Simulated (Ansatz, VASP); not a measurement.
## InAs: VASP beside Ansatz

File POSCAR:

```
InAs
1.0
    0.0000000000      3.0944167663      3.0944167663
    3.0944167663      0.0000000000      3.0944167663
    3.0944167663      3.0944167663      0.0000000000
In As
1 1
Direct
    0.0000000000      0.0000000000      0.0000000000
    0.7500000000      0.7500000000      0.7500000000
```

The input INCAR.step1:

```
PREC = Accurate
ENCUT = 520
ISMEAR = 0
SIGMA = 0.05
LREAL = F
LASPH = T
NELM = 80
NBANDS = 16
GGA = PE
ALGO = Normal
EDIFF = 1E-4
LWAVE = T
LCHARG = F
```

File INCAR.step2:

```
PREC = Accurate
ENCUT = 520
EDIFF = 1E-6
ISMEAR = 0
SIGMA = 0.05
LREAL = F
LASPH = T
NELM = 80
ALGO = Normal
ISIF = 2
LWAVE = F
LCHARG = F
METAGGA = R2SCAN
LMIXTAU = T
NBANDS = 16
ISTART = 1
```

Contents of KPOINTS:

```
Automatic mesh
0
Gamma
  10 10 10
```

Input for Ansatz:

```yaml
crystal:
  lattice:
    - [0.0, 3.0944167663, 3.0944167663]
    - [3.0944167663, 0.0, 3.0944167663]
    - [3.0944167663, 3.0944167663, 0.0]
  atoms:
    - { symbol: In, position: [0.0, 0.0, 0.0] }
    - { symbol: As, position: [0.75, 0.75, 0.75] }
basis:
  ecutwfc: 500
  ecutrho_ratio: 4
kpoints:
  mp_grid: { grid: [10, 10, 10] }
hamiltonian:
  xc: r2scan
scf:
  occupations: { method: gaussian, width: 0.05 }
output:
  forces: true
  stress: true
  eigenvalues: true
```

Alike in both runs: task single point; functional r2SCAN; k mesh 10 × 10 × 10; occupations gaussian, width 0.05 eV; no spin polarisation.

|  | VASP | Ansatz |
| --- | --- | --- |
| version | VASP 6.6.1 | Ansatz 0.2.0 |
| potentials or method | VASP PAW PBE potentials, release 64 (In_d, As), cutoff 520 eV | scalar-relativistic, plane waves, PAW |
| valence electrons in the cell | 18 | 28 |

```csv
,VASP,Ansatz,Ansatz less VASP
gap on the k mesh at the Fermi level (eV),none,none,-
pressure (GPa),-2.0,-2.0,+0.01
```

VASP's potentials were made for PBE, not for r2SCAN. A gap of «none» marks a metal or a gap that the smearing closes. With one functional, cell and mesh, what is left measures potentials, basis and numerics. VASP's potentials hold 18 valence electrons a cell and Ansatz's 28, so a difference there can come from the potentials and not from the codes.
